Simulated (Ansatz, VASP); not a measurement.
## One calculation of BaTiO3, two programs

File POSCAR:

```
BaTiO3
1.0
    3.9903792100      0.0000000000      0.0000000000
    0.0000000000      3.9903792100      0.0000000000
    0.0000000000      0.0000000000      4.1026553900
Ba Ti O
1 1 3
Direct
    0.5000000000      0.5000000000      0.5825414600
    0.0000000000      0.0000000000      0.1000427000
    0.0000000000      0.5000000000      0.0642205400
    0.5000000000      0.0000000000      0.0642205400
    0.0000000000      0.0000000000      0.5489717500
```

The input INCAR.step1:

```
SYSTEM = BaTiO3
PREC = Accurate
ENCUT = 520
ISMEAR = 0
SIGMA = 0.1
LREAL = .False.
LASPH = .True.
NELM = 150
ISPIN = 2
MAGMOM = 0 1 0 0 0
LMAXMIX = 4
LDAU = .True.
LDAUTYPE = 2
LDAUL = -1 2 -1
LDAUU = 0 4 0
LDAUJ = 0 0 0
NBANDS = 32
GGA = PE
ALGO = Normal
EDIFF = 1E-4
LWAVE = .True.
LCHARG = .False.
```

File INCAR.step2:

```
SYSTEM = BaTiO3
PREC = Accurate
ENCUT = 520
EDIFF = 1E-6
ISMEAR = 0
SIGMA = 0.1
LREAL = .False.
LASPH = .True.
NELM = 150
ALGO = Normal
ISIF = 2
LWAVE = .False.
LCHARG = .False.
ISPIN = 2
MAGMOM = 0 1 0 0 0
LORBIT = 11
LMAXMIX = 4
LDAU = .True.
LDAUTYPE = 2
LDAUL = -1 2 -1
LDAUU = 0 4 0
LDAUJ = 0 0 0
LDAUPRINT = 1
METAGGA = R2SCAN
LMIXTAU = .True.
NBANDS = 32
ISTART = 1
```

KPOINTS

```
Automatic mesh
0
Gamma
  4 4 4
  0 0 0
```

Input for Ansatz:

```yaml
crystal:
  lattice:
    - [3.99037921, 0.0, 0.0]
    - [0.0, 3.99037921, 0.0]
    - [0.0, 0.0, 4.10265539]
  atoms:
    - { symbol: Ba, position: [0.5, 0.5, 0.58254146] }
    - { symbol: Ti, position: [0.0, 0.0, 0.1000427], spin: 1.0 }
    - { symbol: O, position: [0.0, 0.5, 0.06422054] }
    - { symbol: O, position: [0.5, 0.0, 0.06422054] }
    - { symbol: O, position: [0.0, 0.0, 0.54897175] }
basis:
  ecutwfc: 500
kpoints:
  mp_grid: { grid: [4, 4, 4] }
hamiltonian:
  xc: r2scan
  hubbard: { sites: [{ species: Ti, l: d, u_eff: 4.0 }] }
scf:
  occupations: { method: gaussian, width: 0.1 }
  lower_state_search: "off"
output:
  forces: true
  stress: true
  eigenvalues: true
  populations: true
magnetization:
  spin_polarized: true
```

Alike in both runs: task single point; functional r2SCAN; k mesh 4 × 4 × 4; occupations gaussian, width 0.1 eV; collinear spin; Hubbard terms Ti d U = 4.0 eV.

```csv
,VASP,Ansatz
version,VASP 6.6.1,Ansatz 0.2.0
potentials or method,"VASP PAW PBE potentials, release 64 (Ba_sv, Ti_sv, O), cutoff 520 eV","scalar-relativistic, plane waves, PAW"
valence electrons in the cell,40,40
```

|  | VASP | Ansatz | Ansatz less VASP |
| --- | --- | --- | --- |
| gap on the k mesh at the Fermi level (eV) | 2.72 | 2.72 | -0.005 |
| least direct gap on the mesh (eV) | 3.19 | 3.16 | -0.031 |
| pressure (GPa) | 3.5 | -0.4 | -3.84 |
| traceless stress, the component that is largest in VASP (GPa) | 0.56 | 0.10 | -0.460 |
| rms of the force components (eV/Å) | 0.295 | 0.048 | -0.2469 |
| net moment per atom (μB) | 0.00 | 0.00 | 0.000 |

VASP's potentials were made for PBE, not for r2SCAN. The programs project onto different local orbitals, so the same U acts differently, and such runs can settle in different states. Atom by atom the forces differ by 0.249 eV/Å (rms over components). Ansatz's warnings: seeded moment not kept, stability check not made.

Neither program's run includes spin-orbit coupling.
